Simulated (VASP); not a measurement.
Runs of VASP 6.6.1 on RuBr2. The structure is that of space group P-3m1 (No. 164), or close to it. The cells are those of the table. 

```tsv
cell	gap on the mesh (eV)	pressure (GPa)	largest force (eV/Å)
a = 3.718, b = 3.718, c = 5.587 Å, angles 90.0, 90.0, 120.0°, 3 atoms	(b)	0.7	0.01
a = 3.726, b = 3.726, c = 6.024 Å, angles 90.0, 90.0, 120.0°, 3 atoms	0.85	-0.2	0.01
a = 3.720, b = 3.720, c = 5.697 Å, angles 90.0, 90.0, 120.0°, 3 atoms	0.79	0.4	0.01
a = 3.724, b = 3.724, c = 5.800 Å, angles 90.0, 90.0, 120.0°, 3 atoms	0.81	(a)	0.01
a = 3.726, b = 3.726, c = 5.909 Å, angles 90.0, 90.0, 120.0°, 3 atoms	0.83	-0.1	0.01
a = 3.724, b = 3.724, c = 5.858 Å, angles 90.0, 90.0, 120.0°, 3 atoms	0.81	-0.6	0.11
```

Alike in all rows: task single point; level PBEsol; potentials or basis VASP PAW PBE potentials, release 64 (Ru_pv, Br); no spin polarisation; k mesh 10 × 10 × 6; cutoff (eV) 520; smearing gaussian 0.05 eV.

Question: Fill in the values left out.

Answer: (a) 0.1; (b) 0.77.

Caveats: the PAW data sets were made with another functional, which shifts forces and pressure a little; this functional lacks dispersion, which binds the layers, so the pressure and a relaxed spacing across them are unreliable.

A k mesh can miss the band edges, and the runs leave out spin-orbit coupling on Br, Ru.
